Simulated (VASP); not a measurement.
# Ge (Fd-3m) in VASP: a series of runs

Ge is run at these levels: PBE+D4, PBE+D3(BJ), PBE; tasks: single point.

All numbers are computed with VASP 6.6.1; they aren't measurements. Logs are shortened: lines on timing, memory, paths and dates and some standing lists are left out, and cuts for length are marked.

**The experiment to reproduce.**

From “Electronic and optical properties of SixGe1-x-ySny alloys lattice-matched to Ge”, 2021, arxiv:2109.02782, for a bulk crystal of Ge at 293 K: band gap 0.666 eV (indirect).

The runs below are set against these values where they give the same quantity.

**1. The cell of the first run**

It takes space group Fd-3m (No. 227, cubic). Conventional cell: a = 5.732 Å, b = 5.732 Å, c = 5.732 Å, α = 90.00°, β = 90.00°, γ = 90.00°. Ge (site symmetry -43m) has 4 Ge at 2.48 Å within 3.3 Å.

**2. Single point, PBE+D4, collinear spin (volume scaled by 1.04)**

The input, INCAR:

```
SYSTEM = Ge
ALGO = Normal
EDIFF = 1E-7
ENCUT = 520
GGA = PE
ISIF = 2
ISMEAR = -1
ISPIN = 2
IVDW = 13
LASPH = .TRUE.
LCHARG = .FALSE.
LORBIT = 11
LREAL = .FALSE.
LWAVE = .FALSE.
MAGMOM = 1 0
NBANDS = 25
NELM = 150
NUPDOWN = 1.0
PREC = Accurate
SIGMA = 0.1
```

The input, KPOINTS:

```
k-points
0
G
  8 8 8
  0 0 0
```

The input, POSCAR:

```
Ge
1.0
    0.0000000000      2.8661367691      2.8661367691
    2.8661367691      0.0000000000      2.8661367691
    2.8661367691      2.8661367691      0.0000000000
Ge
2
Direct
    0.7500000000      0.7500000000      0.7500000000
    0.5000000000      0.5000000000      0.5000000000
```

Potentials or basis: VASP PAW PBE potentials, release 64 (Ge_d).

Command:

```
$ cat potpaw_PBE.64/Ge_d/POTCAR > POTCAR
$ mpirun -np 1 vasp_std > vasp.out
```

OUTCAR:

```text
SYSTEM = Ge
   EDIFF = 1E-7
   ENCUT = 520
   GGA = PE
   ISIF = 2
   ISMEAR = -1
   ISPIN = 2
   IVDW = 13
   LASPH = .TRUE.
   LORBIT = 11
   LREAL = .FALSE.
   NELM = 150
   NUPDOWN = 1.0
   PREC = Accurate

 ion  position               nearest neighbor table
   1  0.750  0.750  0.750-   2 2.48   2 2.48   2 2.48   2 2.48
   2  0.500  0.500  0.500-   1 2.48   1 2.48   1 2.48   1 2.48

  LATTYP: Found a face centered cubic cell.
 ALAT       =     5.7322735382

  Lattice vectors:

 A1 = (   0.0000000000,   2.8661367691,   2.8661367691)
 A2 = (   2.8661367691,   0.0000000000,   2.8661367691)
 A3 = (   2.8661367691,   2.8661367691,   0.0000000000)

Analysis of symmetry for initial positions (statically):
=====================================================================
 Subroutine PRICEL returns:
 Original cell was already a primitive cell.

 Routine SETGRP: Setting up the symmetry group for a
 face centered cubic supercell.

 Subroutine GETGRP returns: Found 48 space group operations
 (whereof 24 operations were pure point group operations)
 out of a pool of 48 trial point group operations.

The static configuration has the point symmetry T_d .
 The point group associated with its full space group is O_h .

Analysis of symmetry for dynamics (positions and initial velocities):
=====================================================================
 Subroutine PRICEL returns:
 Original cell was already a primitive cell.

 Routine SETGRP: Setting up the symmetry group for a
 face centered cubic supercell.

 Subroutine GETGRP returns: Found 48 space group operations
 (whereof 24 operations were pure point group operations)
 out of a pool of 48 trial point group operations.

The dynamic configuration has the point symmetry T_d .
 The point group associated with its full space group is O_h .

Analysis of structural, dynamic, and magnetic symmetry:
=====================================================================
 Subroutine PRICEL returns:
 Original cell was already a primitive cell.

 Routine SETGRP: Setting up the symmetry group for a
 face centered cubic supercell.

 Subroutine GETGRP returns: Found 24 space group operations
 (whereof 24 operations were pure point group operations)
 out of a pool of 48 trial point group operations.

The overall configuration has the point symmetry T_d .

 Subroutine INISYM returns: Found 24 space group operations
 (whereof 24 operations are pure point group operations),
 and found     1 'primitive' translations

----------------------------------------------------------------------------------------

                                     Primitive cell

  volume of cell :      47.0891

  direct lattice vectors                    reciprocal lattice vectors
     0.000000000  2.866136769  2.866136769    -0.174450852  0.174450852  0.174450852
     2.866136769  0.000000000  2.866136769     0.174450852 -0.174450852  0.174450852
     2.866136769  2.866136769  0.000000000     0.174450852  0.174450852 -0.174450852

  length of vectors
     4.053329490  4.053329490  4.053329490     0.302157738  0.302157738  0.302157738

  position of ions in fractional coordinates (direct lattice)
     0.750000000  0.750000000  0.750000000
     0.500000000  0.500000000  0.500000000

  ion indices of the primitive-cell ions
   primitive index   ion index
                 1           1
                 2           2

----------------------------------------------------------------------------------------

 KPOINTS: k-points

Automatic generation of k-mesh.
 Grid dimensions read from file:
 generate k-points for:    8    8    8

 Generating k-lattice:

  Cartesian coordinates                     Fractional coordinates (reciprocal lattice)
    -0.021806356  0.021806356  0.021806356     0.125000000  0.000000000  0.000000000
     0.021806356 -0.021806356  0.021806356     0.000000000  0.125000000  0.000000000
     0.021806356  0.021806356 -0.021806356     0.000000000  0.000000000  0.125000000

  Length of vectors
     0.037769717  0.037769717  0.037769717

  Shift w.r.t. Gamma in fractional coordinates (k-lattice)
     0.000000000  0.000000000  0.000000000

 Subroutine IBZKPT returns following result:
 ===========================================

 Found     29 irreducible k-points:

 Following reciprocal coordinates:
            Coordinates               Weight
  0.000000  0.000000  0.000000      1.000000
  0.125000  0.000000  0.000000      8.000000
  0.250000  0.000000  0.000000      8.000000
  0.375000  0.000000  0.000000      8.000000
  0.500000  0.000000  0.000000      4.000000
  0.125000  0.125000  0.000000      6.000000
[... 16 lines left out ...]
  0.500000  0.250000  0.125000     48.000000
 -0.375000  0.250000  0.125000     24.000000
 [... further k-points ...]
   k-points           NKPTS =     29   k-points in BZ     NKDIM =     29   number of bands    NBANDS=     25
   number of dos      NEDOS =    301   number of ions     NIONS =      2
   total plane-waves  NPLWV =  27000
   dimension x,y,z NGX =    30 NGY =   30 NGZ =   30
   dimension x,y,z NGXF=    60 NGYF=   60 NGZF=   60
   ions per type =               2
   NGX,Y,Z   is equivalent  to a cutoff of  12.30, 12.30, 12.30 a.u.
   NGXF,Y,Z  is equivalent  to a cutoff of  24.61, 24.61, 24.61 a.u.
 SYSTEM =  Ge
   PREC   = accura    normal or accurate (medium, high low for compatibility)
   ISTART =      0    job   : 0-new  1-cont  2-samecut
   ICHARG =      2    charge: 1-file 2-atom 10-const
   ISPIN  =      2    spin polarized calculation?
   LNONCOLLINEAR =      F non collinear calculations
   LSORBIT =      F    spin-orbit coupling
   LASPH  =      T    aspherical Exc in radial PAW
   ENCUT  =  520.0 eV  38.22 Ry    6.18 a.u.   7.54  7.54  7.54*2*pi/ulx,y,z
   NELM   =    150;   NELMIN=  2; NELMDL= -5     # of ELM steps
   EDIFF  = 0.1E-06   stopping-criterion for ELM
   LREAL  =      F    real-space projection
   EDIFFG = 0.1E-05   stopping-criterion for IOM
   NSW    =      0    number of steps for IOM
   IBRION =     -1    ionic relax: 0-MD 1-quasi-New 2-CG
   NFREE  =      0    steps in history (QN), initial steepest desc. (CG)
   ISIF   =      2    stress and relaxation
   ISYM   =      2    0-nonsym 1-usesym 2-fastsym
   POTIM  = 0.5000    time-step for ionic-motion
   TEBEG  =    0.0;   TEEND  =   0.0 temperature during run
   PSTRESS=    0.0 pullay stress
   NELECT =      28.0000    total number of electrons
   NUPDOWN=       1.0000    fix difference up-down
   EMIN   =  10.00;   EMAX   =-10.00  energy-range for DOS
   EFERMI =   0.00;   METHOD = LEGACY
   ISMEAR =    -1;   SIGMA  =   0.10  broadening in eV -4-tet -1-fermi 0-gaus
   EFERMI_NEDOS =   21; number of points for ismear=-14 and -15
   IALGO  =     38    algorithm
   IMIX   =      4    mixing-type and parameters
     AMIX     =   0.40;   BMIX     =  1.00
     AMIX_MAG =   1.60;   BMIX_MAG =  1.00
  volume/ion in A,a.u.               =      23.54       158.89
  Fermi-wavevector in a.u.,A,eV,Ry     =   1.376641  2.601474 25.784939  1.895140
  Thomas-Fermi vector in A             =   2.501867
   LORBIT       =     11    0 simple, 1 ext, 2 COOP (PROOUT), +10 PAW based schemes
   GGA     = PE    functional components
   LHFCALC =     F    Hartree Fock is set to
   AEXX    =    0.0000 exact exchange contribution
   IVDW    =    13    specifies the selected vdW correction
   LEPSILON=     F    determine dielectric tensor
   LRPA    =     F    only Hartree local field effects (RPA)
 spin polarized calculation
  energy-cutoff  :      520.00
  volume of cell :       47.09
 maximum number of plane-waves:      1287
   NGX = 15   NGY = 15   NGZ = 15

 number of electron      27.9999990 magnetization       1.0000000

 Free energy of the ion-electron system (eV)
  ---------------------------------------------------
  ext. energy  EPLUGINS =         0.00000000
  ---------------------------------------------------
  free energy    TOTEN  =        -7.95009476 eV

  energy without entropy =       -7.91256956  energy(sigma->0) =       -7.93133216

 E-fermi :   3.0217     XC(G=0):  -9.8135

 val. band max:        5.8937741636   @ k =  -0.3750   0.2500   0.0000
 cond. band min:       3.0812762036   @ k =   0.5000   0.1250   0.0000
 fundamental gap:     -2.8124979600
 Fermi energy:         5.9664897243

 spin component 1

 k-point     1 :       0.0000    0.0000    0.0000
  band No.  band energies     occupation
      1     -20.3045      1.00000
      2     -20.3045      1.00000
      3     -20.3045      1.00000
      4     -20.2675      1.00000
      5     -20.2675      1.00000
      6     -20.0770      1.00000
[... 17 lines left out ...]
     24      15.0065      0.00000
     25      17.7969      0.00000
[... 621 lines left out ...]
      3     -20.2591      1.00000
      4     -20.2111      1.00000
      5     -20.1990      1.00000
      6     -20.1500      1.00000
[... 17 lines left out ...]
     24      20.4894      0.00000
     25      21.7061      0.00000

 [... further k-points ...]

 spin component 2

 k-point     1 :       0.0000    0.0000    0.0000
  band No.  band energies     occupation
      1     -20.2387      1.00000
      2     -20.2387      1.00000
      3     -20.2387      1.00000
      4     -20.2043      1.00000
      5     -20.2043      1.00000
      6     -20.0163      1.00000
[... 17 lines left out ...]
     24      15.5331      0.00000
     25      18.4810      0.00000
[... 621 lines left out ...]
      3     -20.1943      1.00000
      4     -20.1492      1.00000
      5     -20.1375      1.00000
      6     -20.0887      1.00000
[... 17 lines left out ...]
     24      20.9888      0.00000
     25      22.2220      0.00000

 [... further k-points ...]

------------------------ aborting loop because EDIFF is reached ----------------------------------------

  DFT-D4 for vdW energy calculation

  Edisp (eV):   -0.62876

  FORCE on cell =-STRESS in cart. coord.  units (eV):
  Direction    XX          YY          ZZ          XY          YZ          ZX
  --------------------------------------------------------------------------------------
  -------------------------------------------------------------------------------------
  Total       0.98879     0.98879     0.98879    -0.00000     0.00000     0.00000
  in kB      33.64287    33.64287    33.64287    -0.00000     0.00000     0.00000
  external pressure =       33.64 kB  Pullay stress =        0.00 kB

 VOLUME and BASIS-vectors are now :
 -----------------------------------------------------------------------------
  energy-cutoff  :      520.00
  volume of cell :       47.09
      direct lattice vectors                 reciprocal lattice vectors
     0.000000000  2.866136769  2.866136769    -0.174450852  0.174450852  0.174450852
     2.866136769  0.000000000  2.866136769     0.174450852 -0.174450852  0.174450852
     2.866136769  2.866136769  0.000000000     0.174450852  0.174450852 -0.174450852

 POSITION                                       TOTAL-FORCE (eV/Angst)
 -----------------------------------------------------------------------------------
      4.29921      4.29921      4.29921         0.000000      0.000000      0.000000
      2.86614      2.86614      2.86614        -0.000000     -0.000000     -0.000000
 -----------------------------------------------------------------------------------
    total drift:                               -0.000000     -0.000000     -0.000000

  FREE ENERGIE OF THE ION-ELECTRON SYSTEM (eV)
  ---------------------------------------------------
  free  energy   TOTEN  =        -8.5788556937 eV

  energy  without entropy=       -8.5413304971  energy(sigma->0) =       -8.56009310

 total charge

# of ion       s       p       d       tot
------------------------------------------
    1        1.186   1.147  10.026  12.359
    2        1.186   1.147  10.026  12.359
--------------------------------------------------
tot          2.372   2.293  20.053  24.718

 magnetization (x)

# of ion       s       p       d       tot
------------------------------------------
    1        0.054   0.199   0.027   0.279
    2        0.054   0.199   0.027   0.279
--------------------------------------------------
tot          0.107   0.398   0.053   0.558
```

Run time: 40 s. Hardware: 1 thread of Intel Xeon 6975P-C (Granite Rapids), shared host; peak memory 0.2 GiB.

Results:

```
Free energy                                           : -8.5789 eV
Pressure                                              : 3.4 GPa
Net moment                                            : 1.00 μB per cell
Site moments                                          : Ge +0.28 μB
Valence electrons inside the program's atomic spheres : Ge 12.36
Dispersion energy per atom                            : -0.314 eV
```

Caveat: the cell differs from its parent crystal (volume scaled by 1.04); the total moment is fixed, so each spin has its own Fermi level.

**3. Single point, PBE+D4, collinear spin (volume scaled by 1.06)**

The input, INCAR:

```
PREC = Accurate
ENCUT = 520
EDIFF = 1E-6
ISMEAR = -1
SIGMA = 0.1
LREAL = False
LASPH = True
NELM = 150
ALGO = Normal
ISIF = 2
LWAVE = False
LCHARG = False
ISPIN = 2
MAGMOM = 1 0
LORBIT = 11
NUPDOWN = 1.0
GGA = PE
IVDW = 13
NBANDS = 25
```

The input, KPOINTS:

```
regular mesh
0
Gamma
  8 8 8
```

The input, POSCAR:

```
Ge
1.0
    0.0000000000      2.8843929095      2.8843929095
    2.8843929095      0.0000000000      2.8843929095
    2.8843929095      2.8843929095      0.0000000000
Ge
2
Direct
    0.7500000000      0.7500000000      0.7500000000
    0.5000000000      0.5000000000      0.5000000000
```

Potentials or basis: VASP PAW PBE potentials, release 64 (Ge_d).

Command:

```
$ cat potpaw_PBE.64/Ge_d/POTCAR > POTCAR
$ mpirun -np 1 vasp_std > vasp.out
```

It took 32 s on 1 thread of Intel Xeon 6975P-C (Granite Rapids), shared host; peak memory 0.2 GiB.

The run converged. Its results:

| Property | Result |
| --- | --- |
| Free energy | -8.5949 eV |
| Pressure | 2.0 GPa |
| Net moment | 1.00 μB per cell |
| Site moments | Ge +0.28 μB |
| Valence electrons inside the program's atomic spheres | Ge 12.34 |
| Dispersion energy per atom | -0.308 eV |

Caveat: the cell differs from its parent crystal (volume scaled by 1.06); the total moment is fixed, so each spin has its own Fermi level.

**4. Single point, PBE+D3(BJ)**

This run uses another cell than the first one, of 23.15 Å³/atom, 0.983 times its volume.

The input, INCAR:

```
ALGO = Normal
EDIFF = 1E-6
ENCUT = 520
GGA = PE
ISIF = 2
ISMEAR = -1
IVDW = 12
LASPH = T
LCHARG = F
LREAL = F
LWAVE = F
NBANDS = 21
NELM = 60
PREC = Accurate
SIGMA = 0.05
```

The input, KPOINTS:

```
k-points
0
Gamma
  8 8 8
```

The input, POSCAR:

```
Ge
1.0
    0.0000000000      2.8500459863      2.8500459863
    2.8500459863      0.0000000000      2.8500459863
    2.8500459863      2.8500459863      0.0000000000
Ge
2
Direct
    0.7500000000      0.7500000000      0.7500000000
    0.5000000000      0.5000000000      0.5000000000
```

Potentials or basis: VASP PAW PBE potentials, release 64 (Ge_d).

Command:

```
$ cat potpaw_PBE.64/Ge_d/POTCAR > POTCAR
$ mpirun -np 1 vasp_std > vasp.out
```

OUTCAR:

```text
EDIFF = 1E-6
   ENCUT = 520
   GGA = PE
   ISIF = 2
   ISMEAR = -1
   IVDW = 12
   LASPH = T
   LREAL = F
   NELM = 60
   PREC = Accurate
 IVDW          = 12

 ion  position               nearest neighbor table
   1  0.750  0.750  0.750-   2 2.47   2 2.47   2 2.47   2 2.47
   2  0.500  0.500  0.500-   1 2.47   1 2.47   1 2.47   1 2.47

  LATTYP: Found a face centered cubic cell.
 ALAT       =     5.7000919726

  Lattice vectors:

 A1 = (   0.0000000000,   2.8500459863,   2.8500459863)
 A2 = (   2.8500459863,   0.0000000000,   2.8500459863)
 A3 = (   2.8500459863,   2.8500459863,   0.0000000000)

Analysis of symmetry for initial positions (statically):
=====================================================================
 Subroutine PRICEL returns:
 Original cell was already a primitive cell.

 Routine SETGRP: Setting up the symmetry group for a
 face centered cubic supercell.

 Subroutine GETGRP returns: Found 48 space group operations
 (whereof 24 operations were pure point group operations)
 out of a pool of 48 trial point group operations.

The static configuration has the point symmetry T_d .
 The point group associated with its full space group is O_h .
[... 158 lines left out ...]
  free energy    TOTEN  =        -9.01725255 eV

  energy without entropy =       -9.01645271  energy(sigma->0) =       -9.01685263

 E-fermi :   4.7856     XC(G=0):  -9.8175

 val. band max:        4.7792019296   @ k =   0.0000   0.0000   0.0000
 cond. band min:       4.8964170451   @ k =   0.5000   0.0000   0.0000
 fundamental gap:      0.1172151155
 Fermi energy:         4.7856103441

 k-point     1 :       0.0000    0.0000    0.0000
  band No.  band energies     occupation
      1     -20.0043      2.00000
      2     -20.0043      2.00000
      3     -20.0043      2.00000
      4     -19.9699      2.00000
      5     -19.9699      2.00000
      6     -19.7711      2.00000
[... 565 lines left out ...]
     20      15.6707      0.00000
     21      16.1192      0.00000

 [... further k-points ...]

------------------------ aborting loop because EDIFF is reached ----------------------------------------

 Edisp (eV)   -0.58078

 E8    (eV) :    -0.2602

  FORCE on cell =-STRESS in cart. coord.  units (eV):
  Direction    XX          YY          ZZ          XY          YZ          ZX
  --------------------------------------------------------------------------------------
  -------------------------------------------------------------------------------------
  Total      -0.02413    -0.02413    -0.02413     0.00000    -0.00000     0.00000
  in kB      -0.83507    -0.83507    -0.83507     0.00000    -0.00000     0.00000
  external pressure =       -0.84 kB  Pullay stress =        0.00 kB

 VOLUME and BASIS-vectors are now :
 -----------------------------------------------------------------------------
  energy-cutoff  :      520.00
  volume of cell :       46.30
      direct lattice vectors                 reciprocal lattice vectors
     0.000000000  2.850045986  2.850045986    -0.175435766  0.175435766  0.175435766
     2.850045986  0.000000000  2.850045986     0.175435766 -0.175435766  0.175435766
     2.850045986  2.850045986  0.000000000     0.175435766  0.175435766 -0.175435766

 POSITION                                       TOTAL-FORCE (eV/Angst)
 -----------------------------------------------------------------------------------
      4.27507      4.27507      4.27507        -0.000000     -0.000000     -0.000000
      2.85005      2.85005      2.85005         0.000000      0.000000      0.000000
 -----------------------------------------------------------------------------------
    total drift:                                0.000000     -0.000000     -0.000000

  FREE ENERGIE OF THE ION-ELECTRON SYSTEM (eV)
  ---------------------------------------------------
  free  energy   TOTEN  =        -9.5980341252 eV

  energy  without entropy=       -9.5972342865  energy(sigma->0) =       -9.59763421
```

Run time: 20 s. Hardware: 1 thread of Intel Xeon 6975P-C, shared host; peak memory 0.17 GiB.

Results:

- Free energy: -9.5980 eV
- Pressure: -0.1 GPa
- Band gap on the k mesh: zero (filled and empty bands touch)
- Dispersion energy per atom: -0.290 eV

Caveat: pairwise dispersion overbinds metals, which lowers pressure and volume.

[end of part 1 of 2]
